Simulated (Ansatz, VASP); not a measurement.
# Ni3Pt: VASP beside Ansatz

```
CELL_PARAMETERS angstrom
3.62457 0.00000 0.00000
0.00000 3.62457 0.00000
0.00000 0.00000 3.62457
ATOMIC_POSITIONS crystal
Ni 0.50000 0.00000 0.50000
Ni 0.00000 0.50000 0.50000
Ni 0.50000 0.50000 0.00000
Pt 0.00000 0.00000 0.00000
```

Alike in both runs: task single point; functional LDA; k mesh 9 × 9 × 9; occupations fermi-dirac, width 0.05 eV; non-collinear spin.

|  | VASP | Ansatz |
| --- | --- | --- |
| version | VASP 6.6.1 | Ansatz 0.2.0 |
| potentials or method | VASP PAW LDA potentials, release 64 (Ni, Pt) | PAW with Ansatz's default frozen-core files, scalar-relativistic |
| plane-wave cutoff (eV) | 520 | 420 |
| valence electrons in the cell | 40 | 72 |

Ansatz gave:

| Property | Result |
| --- | --- |
| net moment per atom (μB) | 0.57 |
| size of the moment on the site where the two differ most (μB) | 0.65 |

Task: What did VASP give for the same quantities?

Result: net moment per atom (μB): 0.54; size of the moment on the site where the two differ most (μB): 0.63.

LDA's correlation is that of Perdew and Zunger in VASP and of Perdew and Wang (1992) in Ansatz. Site moments also hang on the region over which each program counts them. VASP's potentials hold 40 valence electrons a cell and Ansatz's 72, so a difference there can come from the potentials and not from the codes. Ansatz's warnings: seeded moment not kept.

Spin-orbit coupling is off throughout.
